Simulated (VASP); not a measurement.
# HgTe (F-43m) in VASP: a series of runs

Runs on HgTe. Level: PBEsol. Tasks: single point.

Everything below comes from runs of VASP 6.6.1. Logs are shortened: lines on timing, memory, paths and dates and some standing lists are left out, and cuts for length are marked.

## Step 1: The cell of the first run

Symmetry: F-43m, No. 216, cubic system. The conventional cell has a = 6.578 Å, b = 6.578 Å, c = 6.578 Å, α = 90.00°, β = 90.00°, γ = 90.00°. Hg (site symmetry -43m) has 4 Te at 2.85 Å within 3.8 Å. Within 3.8 Å of Te (site symmetry -43m) lie 4 Hg at 2.85 Å.

## Step 2: Single point, PBEsol

INCAR

```
PREC = Accurate ; ENCUT = 500
EDIFF = 1E-6 ; ISMEAR = -1
SIGMA = 0.02 ; LREAL = F
LASPH = T ; NELM = 120
ALGO = Normal ; ISIF = 2
LWAVE = F ; LCHARG = F
GGA = PS ; ISYM = 0
NBANDS = 16 ; GGA_COMPAT = F
```

KPOINTS

```
Automatic mesh
0
Gamma
  4 4 4
  0 0 0.5
```

POSCAR

```
HgTe
1.0
    0.0000000000      3.2891578872      3.2891578872
    3.2891578872      0.0000000000      3.2891578872
    3.2891578872      3.2891578872      0.0000000000
Hg Te
1 1
Direct
    0.0000000000      0.0000000000      0.0000000000
    0.2500000000      0.2500000000      0.2500000000
```

Potentials or basis: VASP PAW PBE potentials, release 64 (Hg, Te).

The run is started by

```
cat potpaw_PBE.64/Hg/POTCAR potpaw_PBE.64/Te/POTCAR > POTCAR
mpirun -np 1 vasp_std > vasp.out
```

OUTCAR:

```text
PREC = Accurate
   ENCUT = 500
   EDIFF = 1E-6
   ISMEAR = -1
   LREAL = F
   LASPH = T
   NELM = 120
   ISIF = 2
   GGA = PS
   ISYM = 0

 ion  position               nearest neighbor table
   1  0.000  0.000  0.000-   2 2.85   2 2.85   2 2.85   2 2.85
   2  0.250  0.250  0.250-   1 2.85   1 2.85   1 2.85   1 2.85

IMPORTANT INFORMATION: All symmetrisations will be switched off!
NOSYMM: (Re-)initialisation of all symmetry stuff for point group C_1.

----------------------------------------------------------------------------------------

                                     Primitive cell

  volume of cell :      71.1679

  direct lattice vectors                    reciprocal lattice vectors
     0.000000000  3.289157887  3.289157887    -0.152014594  0.152014594  0.152014594
     3.289157887  0.000000000  3.289157887     0.152014594 -0.152014594  0.152014594
     3.289157887  3.289157887  0.000000000     0.152014594  0.152014594 -0.152014594

  length of vectors
     4.651571693  4.651571693  4.651571693     0.263297000  0.263297000  0.263297000

  position of ions in fractional coordinates (direct lattice)
     0.000000000  0.000000000  0.000000000
     0.250000000  0.250000000  0.250000000

  ion indices of the primitive-cell ions
   primitive index   ion index
                 1           1
                 2           2

----------------------------------------------------------------------------------------

 KPOINTS: Automatic mesh

Automatic generation of k-mesh.
 Grid dimensions read from file:
 generate k-points for:    4    4    4

 Generating k-lattice:

  Cartesian coordinates                     Fractional coordinates (reciprocal lattice)
    -0.038003648  0.038003648  0.038003648     0.250000000  0.000000000  0.000000000
     0.038003648 -0.038003648  0.038003648     0.000000000  0.250000000  0.000000000
     0.038003648  0.038003648 -0.038003648     0.000000000  0.000000000  0.250000000

  Length of vectors
     0.065824250  0.065824250  0.065824250

  Shift w.r.t. Gamma in fractional coordinates (k-lattice)
     0.000000000  0.000000000  0.500000000

 Subroutine IBZKPT returns following result:
 ===========================================

 Found    128 irreducible k-points:

 Following reciprocal coordinates:
            Coordinates               Weight
  0.000000  0.000000  0.125000      2.000000
  0.125000  0.000000  0.000000      2.000000
  0.000000  0.125000  0.000000      2.000000
  0.125000  0.125000  0.125000      2.000000
  0.250000  0.000000  0.125000      2.000000
  0.125000  0.250000  0.000000      2.000000
[... 16 lines left out ...]
 -0.375000  0.500000  0.500000      2.000000
  0.125000  0.125000 -0.375000      2.000000
 [... further k-points ...]
   k-points           NKPTS =    128   k-points in BZ     NKDIM =    128   number of bands    NBANDS=     16
   number of dos      NEDOS =    301   number of ions     NIONS =      2
   total plane-waves  NPLWV =  46656
   dimension x,y,z NGX =    36 NGY =   36 NGZ =   36
   dimension x,y,z NGXF=    72 NGYF=   72 NGZF=   72
   ions per type =               1   1
   NGX,Y,Z   is equivalent  to a cutoff of  12.87, 12.87, 12.87 a.u.
   NGXF,Y,Z  is equivalent  to a cutoff of  25.73, 25.73, 25.73 a.u.
 SYSTEM =  unknown system
   PREC   = accura    normal or accurate (medium, high low for compatibility)
   ISTART =      0    job   : 0-new  1-cont  2-samecut
   ICHARG =      2    charge: 1-file 2-atom 10-const
   ISPIN  =      1    spin polarized calculation?
   LNONCOLLINEAR =      F non collinear calculations
   LSORBIT =      F    spin-orbit coupling
   LASPH  =      T    aspherical Exc in radial PAW
   ENCUT  =  500.0 eV  36.75 Ry    6.06 a.u.   8.48  8.48  8.48*2*pi/ulx,y,z
   NELM   =    120;   NELMIN=  2; NELMDL= -5     # of ELM steps
   EDIFF  = 0.1E-05   stopping-criterion for ELM
   LREAL  =      F    real-space projection
   EDIFFG = 0.1E-04   stopping-criterion for IOM
   NSW    =      0    number of steps for IOM
   IBRION =     -1    ionic relax: 0-MD 1-quasi-New 2-CG
   NFREE  =      0    steps in history (QN), initial steepest desc. (CG)
   ISIF   =      2    stress and relaxation
   ISYM   =      0    0-nonsym 1-usesym 2-fastsym
   POTIM  = 0.5000    time-step for ionic-motion
   TEBEG  =    0.0;   TEEND  =   0.0 temperature during run
   PSTRESS=    0.0 pullay stress
   NELECT =      18.0000    total number of electrons
   NUPDOWN=      -1.0000    fix difference up-down
   EMIN   =  10.00;   EMAX   =-10.00  energy-range for DOS
   EFERMI =   0.00;   METHOD = LEGACY
   ISMEAR =    -1;   SIGMA  =   0.02  broadening in eV -4-tet -1-fermi 0-gaus
   EFERMI_NEDOS =   21; number of points for ismear=-14 and -15
   IALGO  =     38    algorithm
   IMIX   =      4    mixing-type and parameters
     AMIX     =   0.40;   BMIX     =  1.00
     AMIX_MAG =   1.60;   BMIX_MAG =  1.00
  volume/ion in A,a.u.               =      35.58       240.13
  Fermi-wavevector in a.u.,A,eV,Ry     =   1.035311  1.956455 14.583669  1.071869
  Thomas-Fermi vector in A             =   2.169648
   LORBIT       =      0    0 simple, 1 ext, 2 COOP (PROOUT), +10 PAW based schemes
   GGA     = PS    functional components
   LHFCALC =     F    Hartree Fock is set to
   AEXX    =    0.0000 exact exchange contribution
   IVDW    =     0    specifies the selected vdW correction
   LEPSILON=     F    determine dielectric tensor
   LRPA    =     F    only Hartree local field effects (RPA)
 non-spin polarized calculation
  energy-cutoff  :      500.00
  volume of cell :       71.17
 maximum number of plane-waves:      1832
 NGX is ok and might be reduce to    36
   NGX = 17   NGY = 17   NGZ = 17

 number of electron      18.0000001 magnetization

 Free energy of the ion-electron system (eV)
  ---------------------------------------------------
  ext. energy  EPLUGINS =         0.00000000
  ---------------------------------------------------
  free energy    TOTEN  =        -4.36751466 eV

  energy without entropy =       -4.36751466  energy(sigma->0) =       -4.36751466

 E-fermi :   2.6255     XC(G=0):  -8.6979

 val. band max:        2.2564866447   @ k =   0.0000   0.0000   0.1250
 cond. band min:       2.9800503237   @ k =   0.1250   0.1250   0.1250
 fundamental gap:      0.7235636790
 Fermi energy:         2.6254829685

 k-point     1 :       0.0000    0.0000    0.1250
  band No.  band energies     occupation
      1      -9.1758      2.00000
      2      -4.6185      2.00000
      3      -4.6185      2.00000
      4      -4.6092      2.00000
      5      -4.1657      2.00000
      6      -4.1657      2.00000
[... 8 lines left out ...]
     15      11.0907      0.00000
     16      11.0907      0.00000

 k-point     2 :       0.1250    0.0000    0.0000
  band No.  band energies     occupation
      1      -9.1758      2.00000
      2      -4.6185      2.00000
      3      -4.6185      2.00000
      4      -4.6092      2.00000
      5      -4.1657      2.00000
      6      -4.1657      2.00000
[... 8 lines left out ...]
     15      11.0907      0.00000
     16      11.0907      0.00000

 k-point     3 :       0.0000    0.1250    0.0000
  band No.  band energies     occupation
      1      -9.1758      2.00000
      2      -4.6185      2.00000
      3      -4.6185      2.00000
      4      -4.6092      2.00000
      5      -4.1657      2.00000
      6      -4.1657      2.00000
[... 8 lines left out ...]
     15      11.0907      0.00000
     16      11.0907      0.00000

 k-point     4 :       0.1250    0.1250    0.1250
  band No.  band energies     occupation
      1      -9.1758      2.00000
      2      -4.6185      2.00000
      3      -4.6185      2.00000
      4      -4.6092      2.00000
      5      -4.1657      2.00000
      6      -4.1657      2.00000
[... 8 lines left out ...]
     15      11.0907      0.00000
     16      11.0907      0.00000

 k-point     5 :       0.2500    0.0000    0.1250
  band No.  band energies     occupation
      1      -9.0114      2.00000
      2      -4.5877      2.00000
      3      -4.5543      2.00000
      4      -4.5241      2.00000
      5      -4.1825      2.00000
      6      -4.1489      2.00000
[... 8 lines left out ...]
     15      11.0667      0.00000
     16      11.6639      0.00000

 k-point     6 :       0.1250    0.2500    0.0000
  band No.  band energies     occupation
      1      -9.0114      2.00000
      2      -4.5877      2.00000
      3      -4.5543      2.00000
      4      -4.5241      2.00000
      5      -4.1825      2.00000
      6      -4.1489      2.00000
[... 8 lines left out ...]
     15      11.0667      0.00000
     16      11.6639      0.00000

 k-point     7 :       0.0000    0.1250    0.2500
  band No.  band energies     occupation
      1      -9.0114      2.00000
      2      -4.5877      2.00000
      3      -4.5543      2.00000
      4      -4.5241      2.00000
      5      -4.1825      2.00000
      6      -4.1489      2.00000
[... 8 lines left out ...]
     15      11.0667      0.00000
     16      11.6639      0.00000

 k-point     8 :       0.2500    0.2500    0.1250
  band No.  band energies     occupation
      1      -9.0114      2.00000
      2      -4.5877      2.00000
      3      -4.5543      2.00000
      4      -4.5241      2.00000
      5      -4.1825      2.00000
      6      -4.1489      2.00000
[... 8 lines left out ...]
     15      11.0667      0.00000
     16      11.6639      0.00000

 k-point     9 :       0.1250   -0.1250    0.1250
  band No.  band energies     occupation
      1      -9.0114      2.00000
      2      -4.5877      2.00000
      3      -4.5543      2.00000
      4      -4.5241      2.00000
      5      -4.1825      2.00000
      6      -4.1489      2.00000
[... 8 lines left out ...]
     15      11.0667      0.00000
     16      11.6639      0.00000
[... 172 lines left out ...]
 k-point    19 :       0.0000    0.1250    0.5000
  band No.  band energies     occupation
      1      -8.7066      2.00000
      2      -4.5185      2.00000
      3      -4.4993      2.00000
      4      -4.1811      2.00000
      5      -4.1430      2.00000
      6      -3.9148      2.00000
[... 8 lines left out ...]
     15      11.7952      0.00000
     16      12.4119      0.00000

 k-point    20 :       0.5000    0.5000    0.3750
  band No.  band energies     occupation
      1      -8.7066      2.00000
      2      -4.5185      2.00000
      3      -4.4993      2.00000
      4      -4.1811      2.00000
      5      -4.1430      2.00000
      6      -3.9148      2.00000
[... 8 lines left out ...]
     15      11.7952      0.00000
     16      12.4119      0.00000

 k-point    21 :       0.1250   -0.3750    0.1250
  band No.  band energies     occupation
      1      -8.7066      2.00000
      2      -4.5185      2.00000
      3      -4.4993      2.00000
      4      -4.1811      2.00000
      5      -4.1430      2.00000
      6      -3.9148      2.00000
[... 8 lines left out ...]
     15      11.7952      0.00000
     16      12.4119      0.00000

 k-point    22 :       0.5000    0.1250    0.0000
  band No.  band energies     occupation
      1      -8.7066      2.00000
      2      -4.5185      2.00000
      3      -4.4993      2.00000
      4      -4.1811      2.00000
      5      -4.1430      2.00000
      6      -3.9148      2.00000
[... 8 lines left out ...]
     15      11.7952      0.00000
     16      12.4119      0.00000

 k-point    23 :      -0.3750    0.5000    0.5000
  band No.  band energies     occupation
      1      -8.7066      2.00000
      2      -4.5185      2.00000
      3      -4.4993      2.00000
      4      -4.1811      2.00000
      5      -4.1430      2.00000
      6      -3.9148      2.00000
[... 8 lines left out ...]
     15      11.7952      0.00000
     16      12.4119      0.00000

 k-point    24 :       0.1250    0.1250   -0.3750
  band No.  band energies     occupation
      1      -8.7066      2.00000
      2      -4.5185      2.00000
      3      -4.4993      2.00000
      4      -4.1811      2.00000
      5      -4.1430      2.00000
      6      -3.9148      2.00000
[... 8 lines left out ...]
     15      11.7952      0.00000
     16      12.4119      0.00000

 [... further k-points ...]

------------------------ aborting loop because EDIFF is reached ----------------------------------------

  FORCE on cell =-STRESS in cart. coord.  units (eV):
  Direction    XX          YY          ZZ          XY          YZ          ZX
  --------------------------------------------------------------------------------------
  -------------------------------------------------------------------------------------
  Total       -0.4977595     -0.4977599     -0.4977604     -0.0000007     -0.0000005     -0.0000005
  in kB      -11.2058798    -11.2058886    -11.2059008     -0.0000159     -0.0000121     -0.0000121
  external PRESSURE =     -11.2058897 kB  Pullay stress =       0.0000000 kB

 VOLUME and BASIS-vectors are now :
 -----------------------------------------------------------------------------
  energy-cutoff  :      500.00
  volume of cell :       71.17
      direct lattice vectors                 reciprocal lattice vectors
     0.000000000  3.289157887  3.289157887    -0.152014594  0.152014594  0.152014594
     3.289157887  0.000000000  3.289157887     0.152014594 -0.152014594  0.152014594
     3.289157887  3.289157887  0.000000000     0.152014594  0.152014594 -0.152014594

 POSITION                                       TOTAL-FORCE (eV/Angst)
 -----------------------------------------------------------------------------------
      0.00000      0.00000      0.00000         0.000000      0.000000     -0.000000
      1.64458      1.64458      1.64458        -0.000000     -0.000000      0.000000
 -----------------------------------------------------------------------------------
    total drift:                                0.000000     -0.000002     -0.000000

  FREE ENERGIE OF THE ION-ELECTRON SYSTEM (eV)
  ---------------------------------------------------
  free  energy   TOTEN  =        -4.3675146647 eV

  energy  without entropy=       -4.3675146638  energy(sigma->0) =       -4.36751466
```

Wall time 2.8 min (1 thread of Intel Xeon 8259CL, shared host); peak memory 0.31 GiB.

Results:

| Quantity | Value |
| --- | --- |
| Free energy | -4.3675 eV |
| Pressure | -1.1 GPa |
| Band gap on the k mesh | 0.72 eV |

Caveat: the PAW data sets were made with another functional, which shifts forces and pressure a little; spin-orbit coupling is left out, which moves the levels of the heavy elements; a shifted mesh leaves out Γ, where band edges can lie.

(Part 1 of 2 ends here.)

The gap in the log of VASP goes by the Fermi energy; the results here count the filled bands.